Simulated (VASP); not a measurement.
Write the native input for VASP 6.6.1 that does the following.

```yaml
Task: single point
Functional: PBEsol
Potentials_or_basis: VASP PAW PBE potentials, release 64 (Ti_sv, C)
Cutoff: 520 eV
k_mesh: 12 × 12 × 14
Occupations: gaussian, width 0.1 eV
Spin: no spin polarisation
Dipole_correction: no
Further_INCAR_settings: ALGO = Normal; EDIFF = 1e-06; NBANDS = 15; ISYM = 0
```

The structure of TiC lies in POSCAR:

```
TiC
1.0
    3.0940796472     -0.0000000029      0.0001751174
   -1.5470398261      2.6795515801      0.0000000000
    1.5471769545      0.8932630311      2.4506648608
Ti C
1 1
Direct
    0.0000000000      0.5000000000      0.5000000000
    0.0000000000      0.0000000000      0.0000000000
```

The input as run:

INCAR

```
SYSTEM = TiC
PREC = Accurate ; ENCUT = 520
EDIFF = 1E-6 ; ISMEAR = 0
SIGMA = 0.1 ; LREAL = .FALSE.
LASPH = .TRUE. ; NELM = 60
ALGO = Normal ; ISIF = 2
LWAVE = .FALSE. ; LCHARG = .TRUE.
GGA = PS ; LELF = .TRUE.
LVHAR = .TRUE. ; ISYM = 0
NBANDS = 15
```

KPOINTS

```
Automatic mesh
0
G
  12 12 14
  0 0 0
```

Potentials or basis: VASP PAW PBE potentials, release 64 (Ti_sv, C).

Run with:

```bash
$ cat potpaw_PBE.64/Ti_sv/POTCAR potpaw_PBE.64/C/POTCAR > POTCAR
$ mpirun -np 1 vasp_std > vasp.out
```

It gave:

```yaml
Pressure: -6.5 GPa
Band_gap_on_the_k_mesh: zero (band 8 reaches 10.16 eV, above the bottom of band 9 at 9.03 eV)
```

Caveat: the PAW data sets were made with another functional, which shifts forces and pressure a little.

It took 3.2 min on 1 thread of Intel(R) Xeon(R) Platinum 8259CL CPU @ 2.50GHz (Skylake/Cascade Lake) (shared host), peak memory 0.4 GiB.
